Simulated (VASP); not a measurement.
# CuO (Cccm) in VASP: a series of runs, part 2 of 2

VASP 6.6.1.

## Step 5: Single point, PBEsol

This run uses another cell than the first one, of 10.83 Å³/atom, 0.980 times its volume.

Contents of INCAR:

```
SYSTEM = CuO
  ALGO = Normal
  EDIFF = 1E-6
  ENCUT = 700
  GGA = PS
  GGA_COMPAT = .FALSE.
  ISIF = 2
  ISMEAR = -1
  LASPH = .TRUE.
  LCHARG = .FALSE.
  LREAL = .FALSE.
  LWAVE = .FALSE.
  NBANDS = 33
  NELM = 120
  PREC = Accurate
  SIGMA = 0.05
```

Contents of KPOINTS:

```
k-points
0
G
  8 8 5
  0 0 0
```

Contents of POSCAR:

```
CuO
1.0
    1.9710583200     -2.1320145000      0.0000000000
    1.9710583200      2.1320145000      0.0000000000
    0.0000000000      0.0000000000      5.1559280000
Cu O
2 2
Direct
    0.5000000000      0.0000000000      0.0000000000
    0.0000000000      0.5000000000      0.5000000000
    0.5000000000      0.5000000000      0.2500000000
    0.5000000000      0.5000000000      0.7500000000
```

Potentials or basis: VASP PAW PBE potentials, release 64 (Cu_sv_GW, O).

Started as:

```bash
$ cat potpaw_PBE.64/Cu_sv_GW/POTCAR potpaw_PBE.64/O/POTCAR > POTCAR
$ mpirun -np 1 vasp_std > vasp.out
```

OUTCAR:

```text
SYSTEM = CuO
   EDIFF = 1E-6
   ENCUT = 700
   GGA = PS
   ISIF = 2
   ISMEAR = -1
   LASPH = .TRUE.
   LREAL = .FALSE.
   NELM = 120
   PREC = Accurate

 ion  position               nearest neighbor table
   1  0.500  0.000  0.000-   3 1.94   4 1.94   3 1.94   4 1.94
   2  0.000  0.500  0.500-   3 1.94   4 1.94   3 1.94   4 1.94
   3  0.500  0.500  0.250-   1 1.94   2 1.94   1 1.94   2 1.94
   4  0.500  0.500  0.750-   1 1.94   2 1.94   1 1.94   2 1.94

  LATTYP: Found a base centered orthorhombic cell.
 ALAT       =     3.9421166400
 B/A-ratio  =     1.0816597755
 C/A-ratio  =     1.3079085351

  Lattice vectors:

 A1 = (   1.9710583200,  -2.1320145000,   0.0000000000)
 A2 = (   1.9710583200,   2.1320145000,   0.0000000000)
 A3 = (   0.0000000000,   0.0000000000,   5.1559280000)

Analysis of symmetry for initial positions (statically):
=====================================================================
 Subroutine PRICEL returns:
 Original cell was already a primitive cell.

 Routine SETGRP: Setting up the symmetry group for a
 base centered orthorhombic supercell.

 Subroutine GETGRP returns: Found  8 space group operations
 (whereof  4 operations were pure point group operations)
[... 173 lines left out ...]
 cond. band min:       5.0282211032   @ k =   0.1250   0.1250   0.2000
 fundamental gap:      0.0339496154
 Fermi energy:         4.9983599424

 k-point     1 :       0.0000    0.0000    0.0000
  band No.  band energies     occupation
      1    -107.4248      2.00000
      2    -107.4246      2.00000
      3     -65.0785      2.00000
      4     -65.0777      2.00000
      5     -65.0427      2.00000
      6     -65.0356      2.00000
[... 853 lines left out ...]
     32      19.4268      0.00000
     33      20.7112      0.00000

 [... further k-points ...]

------------------------ aborting loop because EDIFF is reached ----------------------------------------

  FORCE on cell =-STRESS in cart. coord.  units (eV):
  Direction    XX          YY          ZZ          XY          YZ          ZX
  --------------------------------------------------------------------------------------
  -------------------------------------------------------------------------------------
  Total       -1.2462452     -1.6045761     -2.1345926      0.0000000      0.0000000      0.0000000
  in kB      -46.0773618    -59.3259125    -78.9221863      0.0000000      0.0000000      0.0000000
  external PRESSURE =     -61.4418202 kB  Pullay stress =       0.0000000 kB

 VOLUME and BASIS-vectors are now :
 -----------------------------------------------------------------------------
  energy-cutoff  :      700.00
  volume of cell :       43.33
      direct lattice vectors                 reciprocal lattice vectors
     1.971058320 -2.132014500  0.000000000     0.253670830 -0.234519981  0.000000000
     1.971058320  2.132014500  0.000000000     0.253670830  0.234519981  0.000000000
     0.000000000  0.000000000  5.155928000     0.000000000  0.000000000  0.193951506

 POSITION                                       TOTAL-FORCE (eV/Angst)
 -----------------------------------------------------------------------------------
      0.98553     -1.06601      0.00000        -0.000000      0.000000     -0.000000
      0.98553      1.06601      2.57796         0.000000     -0.000000     -0.000000
      1.97106      0.00000      1.28898         0.000000      0.000000     -0.000000
      1.97106      0.00000      3.86695         0.000000     -0.000000      0.000000
 -----------------------------------------------------------------------------------
    total drift:                                0.000000      0.000000     -0.000000

  FREE ENERGIE OF THE ION-ELECTRON SYSTEM (eV)
  ---------------------------------------------------
  free  energy   TOTEN  =       -21.6637187350 eV

  energy  without entropy=      -21.6455480017  energy(sigma->0) =      -21.65463337
```

It took 3.9 min on 1 thread of AMD EPYC 7R43 (Zen 3), shared host; peak memory 0.24 GiB.

What came out:

```yaml
Free_energy: -21.6637 eV
Pressure: -6.1 GPa
Band_gap_on_the_k_mesh: zero (band 25 reaches 5.60 eV, above the bottom of band 26 at 4.73 eV)
```

Stress tensor (GPa, compression positive):
```
-4.61  0.00  0.00
 0.00 -5.93  0.00
 0.00  0.00 -7.89
```

Caveat: the PAW data sets were made with another functional, which shifts forces and pressure a little; semilocal functionals often make such compounds metallic where correlation or magnetic order opens a gap, which also shifts bond lengths.

## Step 6: Single point, LDA

This run uses another cell than the first one, of 10.39 Å³/atom, 0.940 times its volume.

Contents of INCAR:

```
PREC     = Accurate       # precision mode
ENCUT    = 520            # plane-wave cutoff, eV
EDIFF    = 1E-6           # SCF threshold, eV
ISMEAR   = -1             # smearing method
SIGMA    = 0.05           # smearing width, eV
LREAL    = F              # projectors in reciprocal space
LASPH    = T              # aspherical terms in the spheres
NELM     = 80             # most SCF steps
ALGO     = Normal         # electronic algorithm
ISIF     = 2              # what is computed and relaxed
LWAVE    = F              # write WAVECAR
LCHARG   = T              # write CHGCAR
LELF     = T              # ELF
LVHAR    = T            
NBANDS   = 25             # bands
```

Contents of KPOINTS:

```
regular mesh
0
Gamma
  9 9 5
```

Contents of POSCAR:

```
CuO
1.0
    1.9503245957     -2.1095876644      0.0000000000
    1.9503245957      2.1095876644      0.0000000000
    0.0000000000      0.0000000000      5.0506754463
Cu O
2 2
Direct
    0.5000000000      0.0000000000      0.0000000000
    0.0000000000      0.5000000000      0.5000000000
    0.5000000000      0.5000000000      0.2500000000
    0.5000000000      0.5000000000      0.7500000000
```

Potentials or basis: VASP PAW LDA potentials, release 64 (Cu, O).

Started as:

```bash
$ cat potpaw_LDA.64/Cu/POTCAR potpaw_LDA.64/O/POTCAR > POTCAR
$ mpirun -np 1 vasp_std > vasp.out
```

It took 95 s on 1 thread of Intel Xeon Platinum 8259CL at 2.50GHz (Skylake/Cascade Lake), shared host; peak memory 0.18 GiB.

It converged, with:

- Free energy: -23.3259 eV
- Pressure: -1.4 GPa
- Band gap on the k mesh: zero (band 17 reaches 6.00 eV, above the bottom of band 18 at 5.08 eV)

Stress tensor (GPa, compression positive):
```
-0.89  0.00  0.00
 0.00 -2.13  0.00
 0.00  0.00 -1.20
```

Levels at points of the mesh, in eV from the Fermi level:
```
           k point  band 15  band 16  band 17  band 18  band 19  band 20
(0.00, 0.00, 0.00)    -2.48    -2.01     0.64     0.83     1.64     6.15
```

Caveat: semilocal functionals often make such compounds metallic where correlation or magnetic order opens a gap, which also shifts bond lengths. With open d or f shells a metallic result of LDA can be an artefact of self-interaction; +U or a hybrid may open a gap.

## Step 7: The runs side by side

| task | level | potentials or basis | cell | k mesh | cutoff (eV) | second run | gap on the mesh (eV) | pressure (GPa) | relaxed volume (Å³/atom) |
| --- | --- | --- | --- | --- | --- | --- | --- | --- | --- |
| relaxation of cell and atoms | PBEsol | VASP PAW PBE potentials, release 64 (Cu, O) | relaxed from a = 2.933, b = 2.933, c = 5.156 Å, angles 90.0, 90.0, 94.5°, 4 atoms | 7 × 7 × 4 | 600 | - | none | -0.1 | 10.71 |
| relaxation of cell and atoms | LDA | VASP PAW LDA potentials, release 64 (Cu, O) | relaxed from a = 2.933, b = 2.933, c = 5.156 Å, angles 90.0, 90.0, 94.5°, 4 atoms | 7 × 7 × 4 | 600 | - | none | 0.0 | 10.32 |
| single point | PBE | VASP PAW PBE potentials, release 64 (Cu_sv_GW, O) | a = 2.814, b = 2.814, c = 5.177 Å, angles 90.0, 90.0, 112.1°, 4 atoms | 9 × 9 × 5 | 700 | valence_matched | none | 16.8 | - |
| single point | PBEsol | VASP PAW PBE potentials, release 64 (Cu_sv_GW, O) | a = 2.904, b = 2.904, c = 5.156 Å, angles 90.0, 90.0, 94.5°, 4 atoms | 8 × 8 × 5 | 700 | valence_matched | none | -6.1 | - |
| single point | LDA | VASP PAW LDA potentials, release 64 (Cu, O) | a = 2.873, b = 2.873, c = 5.051 Å, angles 90.0, 90.0, 94.5°, 4 atoms | 9 × 9 × 5 | 520 | - | none | -1.4 | - |

Alike in all rows: no spin polarisation; smearing fermi-dirac 0.05 eV.

Caveats: semilocal functionals often make such compounds metallic where correlation or magnetic order opens a gap, which also shifts bond lengths; the PAW data sets were made with another functional, which shifts forces and pressure a little (some runs).

Absolute energies hang on the potentials; compare differences alone.
